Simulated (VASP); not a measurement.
Wanted: the native input for a VASP 6.6.1 run.

| Item | Value |
| --- | --- |
| Task | single point |
| Functional | PBE |
| Potentials or basis | VASP PAW PBE potentials, release 64 (Ge_d, N) |
| Cutoff | 520 eV |
| k mesh | 4 × 4 × 4 |
| Occupations | gaussian, width 0.1 eV |
| Spin | no spin polarisation |
| Dipole correction | no |
| Further INCAR settings | ALGO = Normal; EDIFF = 1e-06; NBANDS = 32 |

The structure of Ge3N lies in POSCAR:

```
Ge3N
1.0
    0.0000000000      3.4143587100      3.4143587100
    3.4143587100      0.0000000000      3.4143587100
    3.4143587100      3.4143587100      0.0000000000
Ge N
3 1
Direct
    0.0000000000      0.0000000000      0.0000000000
    0.2500000000      0.2500000000      0.2500000000
    0.7500000000      0.7500000000      0.7500000000
    0.5000000000      0.5000000000      0.5000000000
```

The cell was built from a structure type or drawn by symmetry, and may not be a known phase.

The input as run:

INCAR

```
  ALGO = Normal
  EDIFF = 1E-6
  ENCUT = 520
  GGA = PE
  ISIF = 2
  ISMEAR = 0
  LASPH = True
  LCHARG = False
  LREAL = False
  LWAVE = False
  NBANDS = 32
  NELM = 100
  PREC = Accurate
  SIGMA = 0.1
```

KPOINTS

```
k-points
0
Gamma
  4 4 4
```

Potentials or basis: VASP PAW PBE potentials, release 64 (Ge_d, N).

Launch:

```console
$ cat potpaw_PBE.64/Ge_d/POTCAR potpaw_PBE.64/N/POTCAR > POTCAR
$ mpirun -np 1 vasp_std > vasp.out
```

Results of the run:

```
Pressure               : -12.8 GPa
Band gap on the k mesh : zero (an odd number of electrons rules out a gap without spin polarisation)
```

Caveat: the k points lie up to 0.40 Å⁻¹ apart, too coarse for converged energies and pressures of a metal.

Run time: 59 s on 1 thread of Intel Xeon 8259CL, on a shared host, peak memory 0.21 GiB.
